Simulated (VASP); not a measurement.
# FeS2 (Pnnm) in VASP: single point with PBE+U

Aim: the single point of FeS2 with PBE+U.

Everything below comes from runs of VASP 6.6.1. Logs are shortened: lines on timing, memory, paths and dates and some standing lists are left out, and cuts for length are marked.

### 1 The cell of the first run

Symmetry: Pnnm, No. 58, orthorhombic system. Conventional cell: a = 4.475 Å, b = 5.500 Å, c = 3.459 Å, α = 90.00°, β = 90.00°, γ = 90.00°. Fe (site symmetry 2/m) has 6 S at 2.28 to 2.30 Å within 3.0 Å. Within 2.8 Å of S (site symmetry m) lie 1 S at 2.14 Å and 3 Fe at 2.28 to 2.30 Å.

### 2 Single point, PBE+U, collinear spin

The input, INCAR:

```
  PREC = Accurate
  ENCUT = 600
  EDIFF = 1E-6
  ISMEAR = 0
  SIGMA = 0.05
  LREAL = False
  LASPH = True
  NELM = 200
  ALGO = Normal
  ISIF = 2
  LWAVE = False
  LCHARG = True
  ISPIN = 2
  MAGMOM = 0.05 0.05 0 0 0 0
  LORBIT = 11
  LMAXMIX = 4
  LDAU = True
  LDAUTYPE = 2
  LDAUL = 2 -1
  LDAUU = 4 0
  LDAUJ = 0 0
  LDAUPRINT = 1
  GGA = PE
  LELF = True
  LVHAR = True
  NBANDS = 33
  GGA_COMPAT = False
```

The input, KPOINTS:

```
regular mesh
0
Gamma
  6 4 6
```

The input, POSCAR:

```
FeS2
1.0
    4.4748368131      0.0000000000      0.0000000000
    0.0000000000      5.4995976275      0.0000000000
    0.0000000000      0.0000000000      3.4588063669
Fe S
2 4
Direct
    0.0000000000      0.0000000000      0.0000000000
    0.5000000000      0.5000000000      0.5000000000
    0.1921169889      0.3839116978      0.0000000000
    0.3078830111      0.8839116978      0.5000000000
    0.8078830111      0.6160883022      0.0000000000
    0.6921169889      0.1160883022      0.5000000000
```

Potentials or basis: VASP PAW PBE potentials, release 64 (Fe, S).

On the command line:

```sh
$ cat potpaw_PBE.64/Fe/POTCAR potpaw_PBE.64/S/POTCAR > POTCAR
$ mpirun -np 1 vasp_std > vasp.out
```

OUTCAR:

```text
PREC = Accurate
   ENCUT = 600
   EDIFF = 1E-6
   ISMEAR = 0
   LREAL = False
   LASPH = True
   NELM = 200
   ISIF = 2
   ISPIN = 2
   LORBIT = 11
   GGA = PE

 ion  position               nearest neighbor table
   1  0.000  0.000  0.000-   3 2.28   5 2.28   4 2.30   6 2.30   4 2.30   6 2.30
   2  0.500  0.500  0.500-   4 2.28   6 2.28   5 2.30   3 2.30   3 2.30   5 2.30
   3  0.192  0.384  0.000-   5 2.14   1 2.28   2 2.30   2 2.30
   4  0.308  0.884  0.500-   6 2.14   2 2.28   1 2.30   1 2.30
   5  0.808  0.616  0.000-   3 2.14   1 2.28   2 2.30   2 2.30
   6  0.692  0.116  0.500-   4 2.14   2 2.28   1 2.30   1 2.30

  LATTYP: Found a simple orthorhombic cell.
 ALAT       =     3.4588063669
 B/A-ratio  =     1.2937517567
 C/A-ratio  =     1.5900276119

  Lattice vectors:

 A1 = (   0.0000000000,   0.0000000000,   3.4588063669)
 A2 = (   4.4748368131,   0.0000000000,   0.0000000000)
 A3 = (   0.0000000000,   5.4995976275,   0.0000000000)

Analysis of symmetry for initial positions (statically):
=====================================================================
 Subroutine PRICEL returns:
 Original cell was already a primitive cell.

 Routine SETGRP: Setting up the symmetry group for a
 simple orthorhombic supercell.

 Subroutine GETGRP returns: Found  8 space group operations
 (whereof  4 operations were pure point group operations)
 out of a pool of  8 trial point group operations.

The static configuration has the point symmetry C_2h.
 The point group associated with its full space group is D_2h.

Analysis of symmetry for dynamics (positions and initial velocities):
=====================================================================
 Subroutine PRICEL returns:
 Original cell was already a primitive cell.

 Routine SETGRP: Setting up the symmetry group for a
 simple orthorhombic supercell.

 Subroutine GETGRP returns: Found  8 space group operations
 (whereof  4 operations were pure point group operations)
 out of a pool of  8 trial point group operations.

The dynamic configuration has the point symmetry C_2h.
 The point group associated with its full space group is D_2h.

Analysis of structural, dynamic, and magnetic symmetry:
=====================================================================
 Subroutine PRICEL returns:
 Original cell was already a primitive cell.

 Routine SETGRP: Setting up the symmetry group for a
 simple orthorhombic supercell.

 Subroutine GETGRP returns: Found  8 space group operations
 (whereof  4 operations were pure point group operations)
 out of a pool of  8 trial point group operations.

The overall configuration has the point symmetry C_2h.
 The point group associated with its full space group is D_2h.

 Subroutine INISYM returns: Found  8 space group operations
 (whereof  4 operations are pure point group operations),
 and found     1 'primitive' translations

----------------------------------------------------------------------------------------

                                     Primitive cell

  volume of cell :      85.1205

  direct lattice vectors                    reciprocal lattice vectors
     4.474836813  0.000000000  0.000000000     0.223471836  0.000000000  0.000000000
     0.000000000  5.499597628  0.000000000     0.000000000  0.181831484  0.000000000
     0.000000000  0.000000000  3.458806367     0.000000000  0.000000000  0.289117081

  length of vectors
[... 160 lines left out ...]
  o =  0.3426  v =  0.6070 -0.0000 -0.4780 -0.0000 -0.6349  0.0000  0.0000  0.0000  0.0000  0.0000      0.0000  0.0000  0.0000  0.0000  0.0000  0.0000  0.0000  0.0000  0.0000  0.0000
  o =  0.8541  v =  0.0000  0.0000  0.0000  0.0000  0.0000  0.6283 -0.0000 -0.2005 -0.0000  0.7517      0.0000  0.0000  0.0000  0.0000  0.0000  0.0000  0.0000  0.0000  0.0000  0.0000
  o =  0.8541  v =  0.6283  0.0000 -0.2005  0.0000  0.7517  0.0000  0.0000  0.0000  0.0000  0.0000      0.0000  0.0000  0.0000  0.0000  0.0000  0.0000  0.0000  0.0000  0.0000  0.0000
  o =  0.8577  v =  0.0000  0.0000  0.0000  0.0000  0.0000  0.0000 -0.9232  0.0000 -0.3843 -0.0000      0.0000  0.0000  0.0000  0.0000  0.0000  0.0000  0.0000  0.0000  0.0000  0.0000
  o =  0.8577  v =  0.0000 -0.9232 -0.0000 -0.3844  0.0000  0.0000  0.0000  0.0000  0.0000  0.0000      0.0000  0.0000  0.0000  0.0000  0.0000  0.0000  0.0000  0.0000  0.0000  0.0000
  o =  0.9109  v =  0.4866 -0.0000  0.8552 -0.0000 -0.1786  0.0000  0.0000  0.0000  0.0000  0.0000      0.0000  0.0000  0.0000  0.0000  0.0000  0.0000  0.0000  0.0000  0.0000  0.0000
  o =  0.9109  v =  0.0000  0.0000  0.0000  0.0000  0.0000  0.4866  0.0000  0.8551  0.0000 -0.1786      0.0000  0.0000  0.0000  0.0000  0.0000  0.0000  0.0000  0.0000  0.0000  0.0000

atom =   2  type =  1  l = 2

 onsite density matrix

spin component  1

  0.6791  0.0000 -0.1721  0.0000 -0.1922
  0.0000  0.7764  0.0000 -0.1955  0.0000
 -0.1721  0.0000  0.7788  0.0000 -0.1639
  0.0000 -0.1955  0.0000  0.3882  0.0000
 -0.1922  0.0000 -0.1639  0.0000  0.6498

spin component  2

  0.6791  0.0000 -0.1721  0.0000 -0.1922
  0.0000  0.7764  0.0000 -0.1955  0.0000
 -0.1721  0.0000  0.7788  0.0000 -0.1639
  0.0000 -0.1955  0.0000  0.3882  0.0000
 -0.1922  0.0000 -0.1639  0.0000  0.6498

 occupancies and eigenvectors

  o =  0.3068  v =  0.0000  0.0000  0.0000  0.0000  0.0000  0.0000 -0.3843  0.0000 -0.9232  0.0000      0.0000  0.0000  0.0000  0.0000  0.0000  0.0000  0.0000  0.0000  0.0000  0.0000
  o =  0.3068  v =  0.0000  0.3844  0.0000  0.9232  0.0000  0.0000  0.0000  0.0000  0.0000  0.0000      0.0000  0.0000  0.0000  0.0000  0.0000  0.0000  0.0000  0.0000  0.0000  0.0000
  o =  0.3426  v =  0.0000  0.0000  0.0000  0.0000  0.0000  0.6070  0.0000  0.4780  0.0000  0.6349      0.0000  0.0000  0.0000  0.0000  0.0000  0.0000  0.0000  0.0000  0.0000  0.0000
  o =  0.3426  v = -0.6070  0.0000 -0.4780  0.0000 -0.6349  0.0000  0.0000  0.0000  0.0000  0.0000      0.0000  0.0000  0.0000  0.0000  0.0000  0.0000  0.0000  0.0000  0.0000  0.0000
  o =  0.8541  v =  0.0000  0.0000  0.0000  0.0000  0.0000 -0.6283 -0.0000 -0.2005  0.0000  0.7517      0.0000  0.0000  0.0000  0.0000  0.0000  0.0000  0.0000  0.0000  0.0000  0.0000
  o =  0.8541  v = -0.6283 -0.0000 -0.2005  0.0000  0.7517  0.0000  0.0000  0.0000  0.0000  0.0000      0.0000  0.0000  0.0000  0.0000  0.0000  0.0000  0.0000  0.0000  0.0000  0.0000
  o =  0.8577  v =  0.0000  0.0000  0.0000  0.0000  0.0000  0.0000 -0.9232  0.0000  0.3843 -0.0000      0.0000  0.0000  0.0000  0.0000  0.0000  0.0000  0.0000  0.0000  0.0000  0.0000
  o =  0.8577  v = -0.0000  0.9232 -0.0000 -0.3844  0.0000  0.0000  0.0000  0.0000  0.0000  0.0000      0.0000  0.0000  0.0000  0.0000  0.0000  0.0000  0.0000  0.0000  0.0000  0.0000
  o =  0.9109  v = -0.4866 -0.0000  0.8552  0.0000 -0.1786  0.0000  0.0000  0.0000  0.0000  0.0000      0.0000  0.0000  0.0000  0.0000  0.0000  0.0000  0.0000  0.0000  0.0000  0.0000
  o =  0.9109  v =  0.0000  0.0000  0.0000  0.0000  0.0000  0.4866  0.0000 -0.8551 -0.0000  0.1786      0.0000  0.0000  0.0000  0.0000  0.0000  0.0000  0.0000  0.0000  0.0000  0.0000

 number of electron      40.0000018 magnetization       0.0000020

 Free energy of the ion-electron system (eV)
  ---------------------------------------------------
  ext. energy  EPLUGINS =         0.00000000
  ---------------------------------------------------
  free energy    TOTEN  =       -28.89587793 eV

  energy without entropy =      -28.89587793  energy(sigma->0) =      -28.89587793

 E-fermi :   7.0006     XC(G=0): -11.4401

 val. band max:        6.7860655721   @ k =   0.5000   0.0000   0.0000
 cond. band min:       8.5701815430   @ k =   0.0000   0.5000   0.0000
 fundamental gap:      1.7841159709
 Fermi energy:         7.0006367944

 spin component 1

 k-point     1 :       0.0000    0.0000    0.0000
  band No.  band energies     occupation
      1      -9.4745      1.00000
      2      -7.5803      1.00000
      3      -4.9130      1.00000
      4      -4.2828      1.00000
      5      -0.1801      1.00000
      6       1.2753      1.00000
[... 1673 lines left out ...]
     31      15.4980      0.00000
     32      15.4980      0.00000

 [... further k-points ...]

 [bands above 32 left out]

------------------------ aborting loop because EDIFF is reached ----------------------------------------

  FORCE on cell =-STRESS in cart. coord.  units (eV):
  Direction    XX          YY          ZZ          XY          YZ          ZX
  --------------------------------------------------------------------------------------
  -------------------------------------------------------------------------------------
  Total        0.2632515      0.0441534     -0.0667755      0.0000000      0.0000000      0.0000000
  in kB        4.9550390      0.8310760     -1.2568780      0.0000000      0.0000000      0.0000000
  external PRESSURE =       1.5097457 kB  Pullay stress =       0.0000000 kB

 VOLUME and BASIS-vectors are now :
 -----------------------------------------------------------------------------
  energy-cutoff  :      600.00
  volume of cell :       85.12
      direct lattice vectors                 reciprocal lattice vectors
     4.474836813  0.000000000  0.000000000     0.223471836  0.000000000  0.000000000
     0.000000000  5.499597628  0.000000000     0.000000000  0.181831484  0.000000000
     0.000000000  0.000000000  3.458806367     0.000000000  0.000000000  0.289117081

 POSITION                                       TOTAL-FORCE (eV/Angst)
 -----------------------------------------------------------------------------------
      0.00000      0.00000      0.00000         0.000000     -0.000000      0.000000
      2.23742      2.74980      1.72940         0.000000     -0.000000      0.000000
      0.85969      2.11136      0.00000         0.000323     -0.012079      0.000000
      1.37773      4.86116      1.72940        -0.000323     -0.012079      0.000000
      3.61514      3.38824      0.00000        -0.000323      0.012079     -0.000000
      3.09711      0.63844      1.72940         0.000323      0.012079      0.000000
 -----------------------------------------------------------------------------------
    total drift:                                0.000000      0.000000      0.000000

  FREE ENERGIE OF THE ION-ELECTRON SYSTEM (eV)
  ---------------------------------------------------
  free  energy   TOTEN  =       -28.8958779340 eV

  energy  without entropy=      -28.8958779340  energy(sigma->0) =      -28.89587793

 total charge

# of ion       s       p       d       tot
------------------------------------------
    1        0.398   0.565   6.510   7.472
    2        0.398   0.565   6.510   7.472
    3        1.340   2.335   0.000   3.674
    4        1.340   2.335   0.000   3.674
    5        1.340   2.335   0.000   3.674
    6        1.340   2.335   0.000   3.674
--------------------------------------------------
tot          6.156  10.468  13.019  29.643

 magnetization (x)

# of ion       s       p       d       tot
------------------------------------------
    1        0.000   0.000   0.000   0.000
    2        0.000   0.000   0.000   0.000
    3        0.000  -0.000   0.000  -0.000
    4        0.000  -0.000   0.000  -0.000
    5        0.000  -0.000   0.000  -0.000
    6        0.000  -0.000   0.000  -0.000
--------------------------------------------------
tot          0.000  -0.000   0.000  -0.000
```

Run time: 3.2 min. Hardware: 1 thread of Intel Xeon Platinum 8488C (Sapphire Rapids), shared host; peak memory 0.39 GiB.

What came out:

```yaml
Free_energy: -28.8959 eV
Pressure: 0.2 GPa
Largest_force: 0.012 eV/Å
Band_gap_on_the_k_mesh: 1.78 eV (least direct gap 2.25 eV)
Net_moment: 0.00 μB per cell
Valence_electrons_inside_the_program's_atomic_spheres: Fe 7.47; S 3.67
```

Forces on the atoms (eV/Å):
```
Fe   0.000  0.000  0.000
Fe   0.000  0.000  0.000
S    0.000 -0.012  0.000
S    0.000 -0.012  0.000
S    0.000  0.012  0.000
S    0.000  0.012  0.000
```

Eigenvalues of the final occupation matrices:
| site | spin | trace | eigenvalues |
| --- | --- | --- | --- |
| site 1 d | 1 | 3.27 | 0.31 0.34 0.85 0.86 0.91 |
| site 1 d | 2 | 3.27 | 0.31 0.34 0.85 0.86 0.91 |
| site 2 d | 1 | 3.27 | 0.31 0.34 0.85 0.86 0.91 |
| site 2 d | 2 | 3.27 | 0.31 0.34 0.85 0.86 0.91 |
